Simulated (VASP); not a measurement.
# Au (Fm-3m) in VASP: a series of runs

Runs on Au. Level: PBE. Tasks: single point, relaxation of cell and atoms.

All numbers are computed with VASP 6.6.1; they aren't measurements. Logs are shortened: lines on timing, memory, paths and dates and some standing lists are left out, and cuts for length are marked.

**1. The cell of the first run**

It takes space group Fm-3m (No. 225, cubic). Conventional cell: a = 3.999 Å, b = 3.999 Å, c = 3.999 Å, α = 90.00°, β = 90.00°, γ = 90.00°. Within 3.7 Å of Au (site symmetry m-3m) lie 12 Au at 2.83 Å.

**2. Single point, PBE**

INCAR reads:

```
SYSTEM = Au
PREC = Accurate
ENCUT = 520
EDIFF = 1E-6
ISMEAR = -1
SIGMA = 0.1
LREAL = .False.
LASPH = .True.
NELM = 80
ALGO = Normal
ISIF = 2
LWAVE = .False.
LCHARG = .False.
GGA = PE
NBANDS = 12
```

KPOINTS reads:

```
Automatic mesh
0
Gamma
  17 17 17
  0 0 0
```

POSCAR reads:

```
Au
1.0
    0.0000000000      1.9993473106      1.9993473106
    1.9993473106      0.0000000000      1.9993473106
    1.9993473106      1.9993473106      0.0000000000
Au
1
Direct
    0.0000000000      0.0000000000      0.0000000000
```

Potentials or basis: VASP PAW PBE potentials, release 64 (Au).

The run is started by

```console
$ cat potpaw_PBE.64/Au/POTCAR > POTCAR
$ mpirun -np 1 vasp_std > vasp.out
```

OUTCAR:

```text
SYSTEM = Au
   PREC = Accurate
   ENCUT = 520
   EDIFF = 1E-6
   ISMEAR = -1
   LREAL = .False.
   LASPH = .True.
   NELM = 80
   ISIF = 2
   GGA = PE

 ion  position               nearest neighbor table
   1  0.000  0.000  0.000-

  LATTYP: Found a face centered cubic cell.
 ALAT       =     3.9986946212

  Lattice vectors:

 A1 = (   0.0000000000,   1.9993473106,   1.9993473106)
 A2 = (   1.9993473106,   0.0000000000,   1.9993473106)
 A3 = (   1.9993473106,   1.9993473106,   0.0000000000)

Analysis of symmetry for initial positions (statically):
=====================================================================
 Subroutine PRICEL returns:
 Original cell was already a primitive cell.

 Routine SETGRP: Setting up the symmetry group for a
 face centered cubic supercell.

 Subroutine GETGRP returns: Found 48 space group operations
 (whereof 48 operations were pure point group operations)
 out of a pool of 48 trial point group operations.

The static configuration has the point symmetry O_h .

Analysis of symmetry for dynamics (positions and initial velocities):
=====================================================================
 Subroutine PRICEL returns:
 Original cell was already a primitive cell.

 Routine SETGRP: Setting up the symmetry group for a
 face centered cubic supercell.

 Subroutine GETGRP returns: Found 48 space group operations
 (whereof 48 operations were pure point group operations)
 out of a pool of 48 trial point group operations.

The dynamic configuration has the point symmetry O_h .

 Subroutine INISYM returns: Found 48 space group operations
 (whereof 48 operations are pure point group operations),
 and found     1 'primitive' translations

----------------------------------------------------------------------------------------

                                     Primitive cell

  volume of cell :      15.9843

  direct lattice vectors                    reciprocal lattice vectors
     0.000000000  1.999347311  1.999347311    -0.250081613  0.250081613  0.250081613
     1.999347311  0.000000000  1.999347311     0.250081613 -0.250081613  0.250081613
     1.999347311  1.999347311  0.000000000     0.250081613  0.250081613 -0.250081613

  length of vectors
     2.827504083  2.827504083  2.827504083     0.433154059  0.433154059  0.433154059

  position of ions in fractional coordinates (direct lattice)
     0.000000000  0.000000000  0.000000000

  ion indices of the primitive-cell ions
   primitive index   ion index
                 1           1

----------------------------------------------------------------------------------------

 KPOINTS: Automatic mesh

Automatic generation of k-mesh.
 Grid dimensions read from file:
 generate k-points for:   17   17   17

 Generating k-lattice:

  Cartesian coordinates                     Fractional coordinates (reciprocal lattice)
    -0.014710683  0.014710683  0.014710683     0.058823529  0.000000000  0.000000000
     0.014710683 -0.014710683  0.014710683     0.000000000  0.058823529  0.000000000
     0.014710683  0.014710683 -0.014710683     0.000000000  0.000000000  0.058823529

  Length of vectors
     0.025479651  0.025479651  0.025479651

  Shift w.r.t. Gamma in fractional coordinates (k-lattice)
     0.000000000  0.000000000  0.000000000

 Subroutine IBZKPT returns following result:
 ===========================================

 Found    165 irreducible k-points:

 Following reciprocal coordinates:
            Coordinates               Weight
  0.000000  0.000000  0.000000      1.000000
  0.058824  0.000000  0.000000      8.000000
  0.117647  0.000000  0.000000      8.000000
  0.176471  0.000000  0.000000      8.000000
  0.235294  0.000000  0.000000      8.000000
  0.294118  0.000000  0.000000      8.000000
[... 16 lines left out ...]
 -0.176471  0.058824  0.000000     24.000000
 -0.117647  0.058824  0.000000     24.000000
 [... further k-points ...]
   k-points           NKPTS =    165   k-points in BZ     NKDIM =    165   number of bands    NBANDS=     12
   number of dos      NEDOS =    301   number of ions     NIONS =      1
   total plane-waves  NPLWV =  13824
   dimension x,y,z NGX =    24 NGY =   24 NGZ =   24
   dimension x,y,z NGXF=    48 NGYF=   48 NGZF=   48
   ions per type =               1
   NGX,Y,Z   is equivalent  to a cutoff of  14.11, 14.11, 14.11 a.u.
   NGXF,Y,Z  is equivalent  to a cutoff of  28.22, 28.22, 28.22 a.u.
 SYSTEM =  Au
   PREC   = accura    normal or accurate (medium, high low for compatibility)
   ISTART =      0    job   : 0-new  1-cont  2-samecut
   ICHARG =      2    charge: 1-file 2-atom 10-const
   ISPIN  =      1    spin polarized calculation?
   LNONCOLLINEAR =      F non collinear calculations
   LSORBIT =      F    spin-orbit coupling
   LASPH  =      T    aspherical Exc in radial PAW
   ENCUT  =  520.0 eV  38.22 Ry    6.18 a.u.   5.26  5.26  5.26*2*pi/ulx,y,z
   NELM   =     80;   NELMIN=  2; NELMDL= -5     # of ELM steps
   EDIFF  = 0.1E-05   stopping-criterion for ELM
   LREAL  =      F    real-space projection
   EDIFFG = 0.1E-04   stopping-criterion for IOM
   NSW    =      0    number of steps for IOM
   IBRION =     -1    ionic relax: 0-MD 1-quasi-New 2-CG
   NFREE  =      0    steps in history (QN), initial steepest desc. (CG)
   ISIF   =      2    stress and relaxation
   ISYM   =      2    0-nonsym 1-usesym 2-fastsym
   POTIM  = 0.5000    time-step for ionic-motion
   TEBEG  =    0.0;   TEEND  =   0.0 temperature during run
   PSTRESS=    0.0 pullay stress
   NELECT =      11.0000    total number of electrons
   NUPDOWN=      -1.0000    fix difference up-down
   EMIN   =  10.00;   EMAX   =-10.00  energy-range for DOS
   EFERMI =   0.00;   METHOD = LEGACY
   ISMEAR =    -1;   SIGMA  =   0.10  broadening in eV -4-tet -1-fermi 0-gaus
   EFERMI_NEDOS =   21; number of points for ismear=-14 and -15
   IALGO  =     38    algorithm
   IMIX   =      4    mixing-type and parameters
     AMIX     =   0.40;   BMIX     =  1.00
     AMIX_MAG =   1.60;   BMIX_MAG =  1.00
  volume/ion in A,a.u.               =      15.98       107.87
  Fermi-wavevector in a.u.,A,eV,Ry     =   1.445354  2.731323 28.423216  2.089047
  Thomas-Fermi vector in A             =   2.563545
   LORBIT       =      0    0 simple, 1 ext, 2 COOP (PROOUT), +10 PAW based schemes
   GGA     = PE    functional components
   LHFCALC =     F    Hartree Fock is set to
   AEXX    =    0.0000 exact exchange contribution
   IVDW    =     0    specifies the selected vdW correction
   LEPSILON=     F    determine dielectric tensor
   LRPA    =     F    only Hartree local field effects (RPA)
 non-spin polarized calculation
  energy-cutoff  :      520.00
  volume of cell :       15.98
 maximum number of plane-waves:       444
 NGX is ok and might be reduce to    24
   NGX = 11   NGY = 11   NGZ = 11

 number of electron      11.0000002 magnetization

 Free energy of the ion-electron system (eV)
  ---------------------------------------------------
  ext. energy  EPLUGINS =         0.00000000
  ---------------------------------------------------
  free energy    TOTEN  =        -3.10259939 eV

  energy without entropy =       -3.09398828  energy(sigma->0) =       -3.09829384

 E-fermi :  10.6889     XC(G=0): -13.1050

 val. band max:       10.6792238340   @ k =  -0.4706   0.1176   0.0588
 cond. band min:      10.8181979825   @ k =  -0.3529   0.1765   0.0000
 fundamental gap:      0.1389741486
 Fermi energy:        10.6888667845

 k-point     1 :       0.0000    0.0000    0.0000
  band No.  band energies     occupation
      1       0.0273      2.00000
      2       5.5262      2.00000
      3       5.5262      2.00000
      4       5.5262      2.00000
      5       7.2211      2.00000
      6       7.2211      2.00000
      7      24.9935      0.00000
      8      29.3655      0.00000
      9      29.3655      0.00000
     10      29.3655      0.00000
     11      34.4824      0.00000
     12      39.8831      0.00000

 k-point     2 :       0.0588    0.0000    0.0000
  band No.  band energies     occupation
      1       0.1557      2.00000
      2       5.4806      2.00000
      3       5.5724      2.00000
      4       5.5724      2.00000
      5       7.1988      2.00000
      6       7.1988      2.00000
      7      25.1606      0.00000
      8      28.5810      0.00000
      9      29.5339      0.00000
     10      29.5339      0.00000
     11      35.2145      0.00000
     12      38.3108      0.00000

 k-point     3 :       0.1176    0.0000    0.0000
  band No.  band energies     occupation
      1       0.5284      2.00000
      2       5.3676      2.00000
      3       5.6906      2.00000
      4       5.6906      2.00000
      5       7.1559      2.00000
      6       7.1559      2.00000
      7      25.5648      0.00000
      8      26.9802      0.00000
      9      30.0135      0.00000
     10      30.0135      0.00000
     11      35.0417      0.00000
     12      37.5393      0.00000

 k-point     4 :       0.1765    0.0000    0.0000
  band No.  band energies     occupation
      1       1.1002      2.00000
      2       5.2609      2.00000
      3       5.8126      2.00000
      4       5.8126      2.00000
      5       7.1671      2.00000
      6       7.1671      2.00000
      7      24.8495      0.00000
      8      26.2434      0.00000
      9      30.7067      0.00000
     10      30.7067      0.00000
     11      33.4350      0.00000
     12      35.7683      0.00000

 k-point     5 :       0.2353    0.0000    0.0000
  band No.  band energies     occupation
      1       1.7614      2.00000
      2       5.3012      2.00000
      3       5.8440      2.00000
      4       5.8440      2.00000
      5       7.3289      2.00000
      6       7.3289      2.00000
      7      22.7445      0.00000
      8      26.3021      0.00000
      9      31.2828      0.00000
     10      31.2828      0.00000
     11      32.7808      0.00000
     12      34.3298      0.00000

 k-point     6 :       0.2941    0.0000    0.0000
  band No.  band energies     occupation
      1       2.3079      2.00000
      2       5.7115      2.00000
      3       5.7684      2.00000
      4       5.7684      2.00000
      5       7.6458      2.00000
      6       7.6458      2.00000
      7      20.4364      0.00000
      8      25.8525      0.00000
      9      30.8569      0.00000
     10      30.8569      0.00000
     11      33.4261      0.00000
     12      34.1839      0.00000

 k-point     7 :       0.3529    0.0000    0.0000
  band No.  band energies     occupation
      1       2.5802      2.00000
      2       5.6500      2.00000
      3       5.6500      2.00000
      4       6.6408      2.00000
      5       8.0216      2.00000
      6       8.0216      2.00000
      7      18.0861      0.00000
      8      25.2364      0.00000
      9      29.7376      0.00000
     10      29.7376      0.00000
     11      34.8648      0.00000
     12      35.0163      0.00000

 k-point     8 :       0.4118    0.0000    0.0000
  band No.  band energies     occupation
      1       2.6518      2.00000
      2       5.5457      2.00000
      3       5.5457      2.00000
      4       7.9331      2.00000
      5       8.3489      2.00000
      6       8.3489      2.00000
      7      15.8934      0.00000
      8      24.7496      0.00000
      9      28.7813      0.00000
     10      28.7813      0.00000
     11      35.8973      0.00000
     12      35.8973      0.00000
[... 166 lines left out ...]
 k-point    20 :      -0.3529    0.0588    0.0000
  band No.  band energies     occupation
      1       2.7236      2.00000
      2       5.5691      2.00000
      3       5.6692      2.00000
      4       6.7145      2.00000
      5       7.9453      2.00000
      6       8.6835      2.00000
      7      17.3765      0.00000
      8      25.1466      0.00000
      9      28.1169      0.00000
     10      29.9426      0.00000
     11      34.4549      0.00000
     12      35.7159      0.00000

 k-point    21 :      -0.2941    0.0588    0.0000
  band No.  band energies     occupation
      1       2.5398      2.00000
      2       5.6413      2.00000
      3       5.7906      2.00000
      4       5.8557      2.00000
      5       7.5268      2.00000
      6       8.1762      2.00000
      7      19.7083      0.00000
      8      25.7047      0.00000
      9      28.8574      0.00000
     10      31.5023      0.00000
     11      32.9638      0.00000
     12      34.6455      0.00000

 k-point    22 :      -0.2353    0.0588    0.0000
  band No.  band energies     occupation
      1       2.0771      2.00000
      2       5.2573      2.00000
      3       5.8440      2.00000
      4       5.8975      2.00000
      5       7.1575      2.00000
      6       7.7533      2.00000
      7      22.0540      0.00000
      8      26.2252      0.00000
      9      29.6018      0.00000
     10      31.8507      0.00000
     11      32.9332      0.00000
     12      33.8413      0.00000

 k-point    23 :      -0.1765    0.0588    0.0000
  band No.  band energies     occupation
      1       1.4260      2.00000
      2       5.1610      2.00000
      3       5.8767      2.00000
      4       5.8997      2.00000
      5       6.9634      2.00000
      6       7.4486      2.00000
      7      24.2441      0.00000
      8      26.3465      0.00000
      9      29.6775      0.00000
     10      31.9821      0.00000
     11      32.1723      0.00000
     12      35.6583      0.00000

 k-point    24 :      -0.1176    0.0588    0.0000
  band No.  band energies     occupation
      1       0.8094      2.00000
      2       5.2571      2.00000
      3       5.7738      2.00000
      4       5.8028      2.00000
      5       6.9818      2.00000
      6       7.2967      2.00000
      7      25.7705      0.00000
      8      26.3928      0.00000
      9      29.3420      0.00000
     10      30.9099      0.00000
     11      33.8576      0.00000
     12      36.7738      0.00000

 [... further k-points ...]
[... 5 lines left out ...]
  --------------------------------------------------------------------------------------
  -------------------------------------------------------------------------------------
  Total        2.2556696      2.2556696      2.2556696     -0.0000000     -0.0000000      0.0000000
  in kB      226.0952055    226.0952055    226.0952055     -0.0000000     -0.0000000      0.0000000
  external PRESSURE =     226.0952055 kB  Pullay stress =       0.0000000 kB

 VOLUME and BASIS-vectors are now :
 -----------------------------------------------------------------------------
  energy-cutoff  :      520.00
  volume of cell :       15.98
      direct lattice vectors                 reciprocal lattice vectors
     0.000000000  1.999347311  1.999347311    -0.250081613  0.250081613  0.250081613
     1.999347311  0.000000000  1.999347311     0.250081613 -0.250081613  0.250081613
     1.999347311  1.999347311  0.000000000     0.250081613  0.250081613 -0.250081613

 POSITION                                       TOTAL-FORCE (eV/Angst)
 -----------------------------------------------------------------------------------
      0.00000      0.00000      0.00000        -0.000000     -0.000000     -0.000000
 -----------------------------------------------------------------------------------
    total drift:                               -0.000000      0.000000     -0.000000

  FREE ENERGIE OF THE ION-ELECTRON SYSTEM (eV)
  ---------------------------------------------------
  free  energy   TOTEN  =        -3.1025993918 eV

  energy  without entropy=       -3.0939882844  energy(sigma->0) =       -3.09829384
```

It took 12 s on 1 thread of Intel Xeon Platinum 8559C (Emerald Rapids), shared host; peak memory 0.16 GiB.

Results:

| Item | Value |
| --- | --- |
| Free energy | -3.1026 eV |
| Pressure | 22.6 GPa |

Caveat: spin-orbit coupling is left out, which moves the levels of the heavy elements.

**3. Single point, PBE**

INCAR reads:

```
SYSTEM = Au
ALGO = Normal
EDIFF = 1E-6
ENCUT = 520
GGA = PE
ISIF = 2
ISMEAR = -1
LASPH = .TRUE.
LCHARG = .FALSE.
LREAL = .FALSE.
LWAVE = .FALSE.
NBANDS = 12
NELM = 60
PREC = Accurate
SIGMA = 0.1
```

KPOINTS reads:

```
k-points
0
G
  17 17 17
  0 0 0
```

POSCAR reads:

```
Au
1.0
    0.0000000000      1.9992366630      1.9992366630
    1.9992366630      0.0000000000      1.9992366630
    1.9992366630      1.9992366630      0.0000000000
Au
1
Direct
    0.0000000000      0.0000000000      0.0000000000
```

Potentials or basis: VASP PAW PBE potentials, release 64 (Au).

The run is started by

```console
$ cat potpaw_PBE.64/Au/POTCAR > POTCAR
$ mpirun -np 1 vasp_std > vasp.out
```

It took 14 s on 1 thread of Intel Xeon Platinum 8559C (Emerald Rapids), shared host; peak memory 0.16 GiB.

The run converged. Its results:

- Free energy: -3.1022 eV
- Pressure: 22.7 GPa

Levels at points of the mesh, in eV from the Fermi level:
```tsv
k point	band 4	band 5	band 6	band 7	band 8	band 9
(0.00, 0.00, 0.00)	-5.16	-3.47	-3.47	14.30	18.68	18.68
```

Caveat: spin-orbit coupling is left out, which moves the levels of the heavy elements.

**4. Relaxation of cell and atoms, PBE, target pressure 23 GPa, at which the enthalpy is minimised**

INCAR reads:

```
SYSTEM = Au
ALGO = Normal
EDIFF = 1E-6
EDIFFG = -0.005
ENCUT = 600
GGA = PE
IBRION = 2
ISIF = 3
ISMEAR = -1
LASPH = .True.
LCHARG = .False.
LREAL = .False.
LWAVE = .False.
NELM = 80
NSW = 60
PREC = Accurate
PSTRESS = 230.0
SIGMA = 0.1
```

KPOINTS reads:

```
k-points
0
Gamma
  17 17 17
  0 0 0
```

POSCAR reads:

```
Au
1.0
    0.0000000000      1.9989796475      1.9989796475
    1.9989796475      0.0000000000      1.9989796475
    1.9989796475      1.9989796475      0.0000000000
Au
1
Direct
    0.0000000000      0.0000000000      0.0000000000
```

The run is started by

```console
$ cat potpaw_PBE.64/Au/POTCAR > POTCAR
$ mpirun -np 1 vasp_std > vasp.out
```

Wall time 18 s (1 thread of Intel Xeon Platinum 8559C (Emerald Rapids), shared host); peak memory 0.16 GiB.

It converged, with:

```
Free energy                                            : -3.1002 eV
Relaxed volume                                         : 15.97 Å³/atom
Relaxed cell                                           : a = 2.826 Å, b = 2.826 Å, c = 2.826 Å, α = 60.00°, β = 60.00°, γ = 60.00°
Space group after relaxing (to 0.05 Å)                 : Fm-3m (No. 225)
Energy change on relaxing (the enthalpy is what falls) : +1.3 meV/atom
Ionic steps                                            : 3
Pressure after relaxing                                : 23.0 GPa
```

The path:
```csv
step,energy change (eV),largest force (eV/Å),pressure (GPa),volume (Å³)
1,0.0000,0.0000,22.85,15.98
2,0.0048,0.0000,23.40,15.94
3,0.0013,0.0000,23.00,15.97
```

Final structure:
```
Au
1.0
     0.00000    1.99861    1.99861
     1.99861    0.00000    1.99861
     1.99861    1.99861    0.00000
Au
1
Direct
  0.00000 0.00000 0.00000
```

Levels at points of the mesh, in eV from the Fermi level:
| k point | band 3 | band 4 | band 5 | band 6 | band 7 | band 8 | band 9 |
| --- | --- | --- | --- | --- | --- | --- | --- |
| (0.00, 0.00, 0.00) | -5.17 | -5.17 | -3.47 | -3.47 | 14.30 | 18.68 | 18.68 |

Caveat: the cell is relaxed towards a set pressure, so the enthalpy falls and the energy may rise; spin-orbit coupling is left out, which moves the levels of the heavy elements.

**5. Overview**

```csv
task,cell,cutoff (eV),gap on the mesh (eV),pressure (GPa)
single point,"a = 2.828 Å, angles 60.0°, 1 atom",520,none,22.6
single point,"a = 2.827 Å, angles 60.0°, 1 atom",520,none,22.7
relaxation of cell and atoms,"relaxed to 23 GPa from a = 2.827 Å, angles 60.0°, 1 atom",600,none,23.0
```

Alike in all rows: level PBE; potentials or basis VASP PAW PBE potentials, release 64 (Au); no spin polarisation; k mesh 17 × 17 × 17; smearing fermi-dirac 0.1 eV.

Caveats: spin-orbit coupling is left out, which moves the levels of the heavy elements; the cell is relaxed towards a set pressure, so the enthalpy falls and the energy may rise (some runs).

Absolute energies hang on the potentials; compare differences alone.
